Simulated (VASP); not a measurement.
Write the native input for VASP 6.6.1 that does the following.

```
Task                   : single point
Functional             : PBE
Potentials or basis    : VASP PAW PBE potentials, release 64 (Nb_sv, Cr_pv, Cl)
Cutoff                 : 520 eV
k mesh                 : 4 × 4 × 4
Occupations            : gaussian, width 0.1 eV
Spin                   : collinear spin, ferromagnetic start
Starting moments       : [0.0, 3.0, 0.0] μB
Dipole correction      : no
Further INCAR settings : ALGO = Normal; EDIFF = 1e-07; NBANDS = 27
```

The structure of NbCrCl lies in POSCAR:

```
NbCrCl
1.0
    4.7142921300      0.0000000000      0.0000000000
    0.0000000000      4.7142921300      0.0000000000
    0.0000000000      0.0000000000      4.8315709600
Nb Cr Cl
1 1 1
Direct
    0.5000000000      0.5000000000      0.0000000000
    0.0000000000      0.0000000000      0.0000000000
    0.5000000000      0.5000000000      0.5000000000
```

The cell was built from a structure type or drawn by symmetry, and may not be a known phase.

The input as run:

INCAR

```
  PREC = Accurate
  ENCUT = 520
  EDIFF = 1E-7
  ISMEAR = 0
  SIGMA = 0.1
  LREAL = F
  LASPH = T
  NELM = 150
  ALGO = Normal
  ISIF = 2
  LWAVE = F
  LCHARG = F
  ISPIN = 2
  MAGMOM = 0 3 0
  LORBIT = 11
  LMAXMIX = 4
  GGA = PE
  NBANDS = 27
```

KPOINTS

```
regular mesh
0
Gamma
  4 4 4
```

Potentials or basis: VASP PAW PBE potentials, release 64 (Nb_sv, Cr_pv, Cl).

The run is started by

```bash
$ cat potpaw_PBE.64/Nb_sv/POTCAR potpaw_PBE.64/Cr_pv/POTCAR potpaw_PBE.64/Cl/POTCAR > POTCAR
$ mpirun -np 1 vasp_std > vasp.out
```

It gave:

| Property | Result |
| --- | --- |
| Pressure | -5.9 GPa |
| Net moment | 2.27 μB per cell |
| Site moments | Nb -1.74; Cr +4.09; Cl +0.06 μB |
| Valence electrons inside the program's atomic spheres | Nb 10.54; Cr 10.44; Cl 5.12 |

Caveat: the cell stands under tension; a cell with one magnetic atom can't hold antiferromagnetic order, which such compounds often take.

Run time: 60 s on 1 thread of Intel(R) Xeon(R) 6975P-C (Granite Rapids), with other jobs on the host, peak memory 0.28 GiB.
